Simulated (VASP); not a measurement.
Input of a VASP 6.6.1 run:

File POSCAR:

```
NaI
1.0
    0.0000000000      3.2296280209      3.2296280209
    3.2296280209      0.0000000000      3.2296280209
    3.2296280209      3.2296280209      0.0000000000
Na I
1 1
Direct
    0.0000000000      0.0000000000      0.0000000000
    0.5000000000      0.5000000000      0.5000000000
```

The input INCAR.step1:

```
SYSTEM = NaI
  PREC = Accurate
  ENCUT = 550
  ISMEAR = 0
  SIGMA = 0.01
  LREAL = .FALSE.
  LASPH = .TRUE.
  NELM = 120
  NBANDS = 14
  GGA = PE
  ALGO = Normal
  EDIFF = 1E-5
  LWAVE = .TRUE.
  LCHARG = .FALSE.
  GGA_COMPAT = .FALSE.
```

Contents of INCAR.step2:

```
SYSTEM = NaI
  PREC = Accurate
  ENCUT = 550
  EDIFF = 1E-6
  ISMEAR = 0
  SIGMA = 0.01
  LREAL = .FALSE.
  LASPH = .TRUE.
  NELM = 120
  ALGO = Normal
  ISIF = 2
  LWAVE = .FALSE.
  LCHARG = .TRUE.
  METAGGA = R2SCAN
  LMIXTAU = .TRUE.
  LELF = .TRUE.
  LVHAR = .TRUE.
  NBANDS = 14
  ISTART = 1
  GGA_COMPAT = .FALSE.
```

KPOINTS

```
Automatic mesh
0
G
  6 6 6
  0 0 0
```

Potentials or basis: VASP PAW PBE potentials, release 64 (Na_pv, I).

Run with:

```bash
$ cat potpaw_PBE.64/Na_pv/POTCAR potpaw_PBE.64/I/POTCAR > POTCAR
$ cp INCAR.step1 INCAR
$ mpirun -np 1 vasp_std > vasp.out
$ cp INCAR.step2 INCAR
$ mpirun -np 1 vasp_std > vasp.out
```

Estimate the band gap on the k mesh.

4.46 eV, direct.

What does it give for the pressure?

-0.1 GPa.

Caveat: the PAW data sets were made with another functional, which shifts forces and pressure a little; spin-orbit coupling is left out, which moves the levels of the heavy elements. r2SCAN opens gaps a little over a GGA but as a rule still falls short of measured ones.
